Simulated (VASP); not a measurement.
Input of a VASP 6.6.1 run:

The input INCAR:

```
SYSTEM = LiBr
PREC = Accurate ; ENCUT = 750
EDIFF = 1E-6 ; ISMEAR = 0
SIGMA = 0.1 ; LREAL = .False.
LASPH = .True. ; NELM = 120
ALGO = Normal ; ISIF = 2
LWAVE = .False. ; LCHARG = .True.
GGA = PS ; LELF = .True.
LVHAR = .True. ; NBANDS = 12
GGA_COMPAT = .False.
```

File KPOINTS:

```
regular mesh
0
Gamma
  6 6 6
  0 0 0
```

File POSCAR:

```
LiBr
1.0
    0.0000000000      2.4648266931      2.4648266931
    2.4648266931      0.0000000000      2.4648266931
    2.4648266931      2.4648266931      0.0000000000
Li Br
1 1
Direct
    0.0000000000      0.0000000000      0.0000000000
    0.5000000000      0.5000000000      0.5000000000
```

Potentials or basis: VASP PAW PBE potentials, release 64 (Li_sv, Br).

Launch:

```sh
$ cat potpaw_PBE.64/Li_sv/POTCAR potpaw_PBE.64/Br/POTCAR > POTCAR
$ mpirun -np 1 vasp_std > vasp.out
```

Estimate the pressure.

15.0 GPa.

Estimate the band gap on the k mesh.

5.56 eV, indirect (least direct gap 6.02 eV).

Caveat: the cell differs from its parent crystal (F replaced by Br, lengths x 1.204, strained); the PAW data sets were made with another functional, which shifts forces and pressure a little. A k mesh can miss the band edges.
